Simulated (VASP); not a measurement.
Sn2Se, 6 atoms in the cell. Symmetry: P4/nmm, No. 129, tetragonal system. The conventional cell has a = 3.745 Å, b = 3.745 Å, c = 10.910 Å, α = 90.00°, β = 90.00°, γ = 90.00°. Within 3.9 Å of Sn (site symmetry 4mm) lie 4 Se at 2.96 Å and 9 Sn at 3.21 to 3.75 Å. Sn (site symmetry 4mm) has 13 Sn at 3.14 to 3.75 Å and 1 Se at 3.15 Å within 4.1 Å. Se (site symmetry 4mm) has 5 Sn at 2.96 to 3.15 Å and 4 Se at 3.75 Å within 3.9 Å. 

```yaml
Program: VASP 6.6.1
Task: relaxation of cell and atoms
Functional: PBE
Potentials_or_basis: VASP PAW PBE potentials, release 64 (Sn_d, Se)
Cutoff: 600 eV
k_mesh: 4 × 4 × 2
Occupations: gaussian, width 0.1 eV
Spin: no spin polarisation
Dipole_correction: no
Further_INCAR_settings: ALGO = Normal; EDIFF = 1e-06; IBRION = 2; EDIFFG = -0.04; NSW = 90; ISIF = 3
```

Potentials or basis: VASP PAW PBE potentials, release 64 (Sn_d, Se).

The run is started by

```console
$ cat potpaw_PBE.64/Sn_d/POTCAR potpaw_PBE.64/Se/POTCAR > POTCAR
$ mpirun -np 1 vasp_std > vasp.out
```

Hardware: 1 thread of AMD EPYC 9R45 96-Core Processor (Zen 5), on a shared host.

Estimate the wall time of this run.

It took 19 min on 1 thread of AMD EPYC 9R45 96-Core Processor (Zen 5) (shared host), peak memory 0.28 GiB. Counts: scf iterations 267, k points 12, ion steps 33.
